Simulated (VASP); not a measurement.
A run of VASP 6.6.1 is set up as follows.

The input INCAR:

```
PREC = Accurate ; ENCUT = 520
EDIFF = 1E-7 ; ISMEAR = 0
SIGMA = 0.1 ; LREAL = F
LASPH = T ; NELM = 60
ALGO = Normal ; ISIF = 2
LWAVE = F ; LCHARG = T
GGA = PE ; LELF = T
LVHAR = T ; NBANDS = 31
```

The input KPOINTS:

```
regular mesh
0
Gamma
  18 18 4
```

File POSCAR:

```
Os2O
1.0
    2.7465385125      0.0000000000      0.0000000000
   -1.3732692563      2.3785721243      0.0000000000
    0.0000000000      0.0000000000     11.1157658409
Os O
4 2
Direct
    0.3333333333      0.6666666667      0.5916077634
    0.6666666667      0.3333333333      0.0916077634
    0.3333333333      0.6666666667      0.9083922366
    0.6666666667      0.3333333333      0.4083922366
    0.3333333333      0.6666666667      0.2500000000
    0.6666666667      0.3333333333      0.7500000000
```

Potentials or basis: VASP PAW PBE potentials, release 64 (Os, O).

Command:

```bash
$ cat potpaw_PBE.64/Os/POTCAR potpaw_PBE.64/O/POTCAR > POTCAR
$ mpirun -np 1 vasp_std > vasp.out
```

Q: Estimate the band gap on the k mesh.

A: Zero (bands 22 and 23 overlap by 2.62 eV).

Q: Estimate the largest force.

A: 0.022 eV/Å.

Q: What does it give for the pressure?

A: 0.2 GPa.

Forces on the atoms (eV/Å):
```
Os   0.000  0.000 -0.022
Os   0.000  0.000 -0.022
Os   0.000  0.000  0.022
Os   0.000  0.000  0.022
O    0.000  0.000  0.000
O    0.000  0.000  0.000
```

Caveat: spin-orbit coupling is left out, which moves the levels of the heavy elements.
